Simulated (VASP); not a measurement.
Write the native input for VASP 6.6.1 that does the following.

* Task: single point
* Functional: LDA
* Potentials or basis: VASP PAW LDA potentials, release 64 (Mn_pv, O)
* Cutoff: 520 eV
* k mesh: 11 × 11 × 3
* Occupations: fermi-dirac, width 0.05 eV
* Spin: collinear spin, ferromagnetic start
* Starting moments: [4.0, 4.0, 0.0, 0.0, 0.0, 0.0] μB
* Dipole correction: no
* Further INCAR settings: ALGO = Normal; EDIFF = 1e-06; NBANDS = 38

The structure of MnO2 lies in POSCAR:

```
MnO2
1.0
    2.8112087571      0.0000000000      0.0000000000
   -1.4056043785      2.4345781990      0.0000000000
    0.0000000000      0.0000000000      9.6803262089
Mn O
2 4
Direct
    0.0000000000      0.0000000000      0.5000000000
    0.0000000000      0.0000000000      0.0000000000
    0.6666666667      0.3333333333      0.4028305733
    0.6666666667      0.3333333333      0.0971694267
    0.3333333333      0.6666666667      0.5971694267
    0.3333333333      0.6666666667      0.9028305733
```

These files were run (other wordings do the same):

INCAR

```
SYSTEM = MnO2
PREC = Accurate
ENCUT = 520
EDIFF = 1E-6
ISMEAR = -1
SIGMA = 0.05
LREAL = .False.
LASPH = .True.
NELM = 150
ALGO = Normal
ISIF = 2
LWAVE = .False.
LCHARG = .False.
ISPIN = 2
MAGMOM = 4 4 0 0 0 0
LORBIT = 11
LMAXMIX = 4
GGA = CA
NBANDS = 38
```

KPOINTS

```
Automatic mesh
0
Gamma
  11 11 3
  0 0 0
```

Potentials or basis: VASP PAW LDA potentials, release 64 (Mn_pv, O).

Launch:

```console
$ cat potpaw_LDA.64/Mn_pv/POTCAR potpaw_LDA.64/O/POTCAR > POTCAR
$ mpirun -np 1 vasp_std > vasp.out
```

It gave:

```
Pressure                                              : 1.0 GPa
Largest force                                         : 0.112 eV/Å
Band gap on the k mesh                                : 0.17 eV (least direct gap 0.19 eV)
Net moment                                            : 5.99 μB per cell
Site moments                                          : Mn +2.74; O +0.08 μB
Valence electrons inside the program's atomic spheres : Mn 11.89; O 4.99
```

Caveat: the run started ferromagnetic, and an antiferromagnetic order may lie lower in energy.

Run time: 5.2 min on 1 thread of AMD EPYC 7571, with other jobs on the host, peak memory 0.21 GiB.
